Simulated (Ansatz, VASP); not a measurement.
**One calculation of TaTi3, two programs**

Contents of INCAR:

```
PREC = Accurate
ENCUT = 520
EDIFF = 1E-6
ISMEAR = -1
SIGMA = 0.1
LREAL = F
LASPH = T
NELM = 80
ALGO = Normal
ISIF = 2
LWAVE = F
LCHARG = T
LELF = T
LVHAR = T
NBANDS = 32
```

File KPOINTS:

```
regular mesh
0
Gamma
  6 6 6
```

The input POSCAR:

```
TaTi3
1.0
    0.0000000000      3.2223803179      3.2223803179
    3.2223803179      0.0000000000      3.2223803179
    3.2223803179      3.2223803179      0.0000000000
Ti Ta
3 1
Direct
    0.2500000000      0.2500000000      0.2500000000
    0.7500000000      0.7500000000      0.7500000000
    0.5000000000      0.5000000000      0.5000000000
    0.0000000000      0.0000000000      0.0000000000
```

Input for Ansatz:

```yaml
crystal:
  lattice:
    - [0.0, 3.2223803178954245, 3.2223803178954245]
    - [3.2223803178954245, 0.0, 3.2223803178954245]
    - [3.2223803178954245, 3.2223803178954245, 0.0]
  atoms:
    - { symbol: Ti, position: [0.25, 0.25, 0.25] }
    - { symbol: Ti, position: [0.75, 0.75, 0.75] }
    - { symbol: Ti, position: [0.5, 0.5, 0.5] }
    - { symbol: Ta, position: [0.0, 0.0, 0.0] }
basis:
  ecutwfc: 500.0
kpoints:
  mp_grid:
    grid: [6, 6, 6]
hamiltonian:
  xc: lda
scf:
  convergence:
    dr2_threshold: 1.0e-10
  occupations:
    method: fermi_dirac
    width: 0.1
output:
  stress: true
```

Alike in both runs: task single point; functional LDA; k mesh 6 × 6 × 6; occupations fermi-dirac, width 0.1 eV; no spin polarisation.

|  | VASP | Ansatz |
| --- | --- | --- |
| version | VASP 6.6.1 | Ansatz 0.2.0 |
| potentials or method | VASP PAW LDA potentials, release 64 (Ti_sv, Ta_pv), cutoff 520 eV | plane waves, PAW |
| valence electrons in the cell | 47 | 49 |

Ansatz gave:

```
pressure (GPa) : -4.7
```

Task: Which values does VASP return?

Result: Pressure (GPa): -4.6.

LDA's correlation is that of Perdew and Zunger in VASP and of Perdew and Wang (1992) in Ansatz. VASP's potentials hold 47 valence electrons a cell and Ansatz's 49, so a difference there can come from the potentials and not from the codes.

Spin-orbit coupling is off throughout.
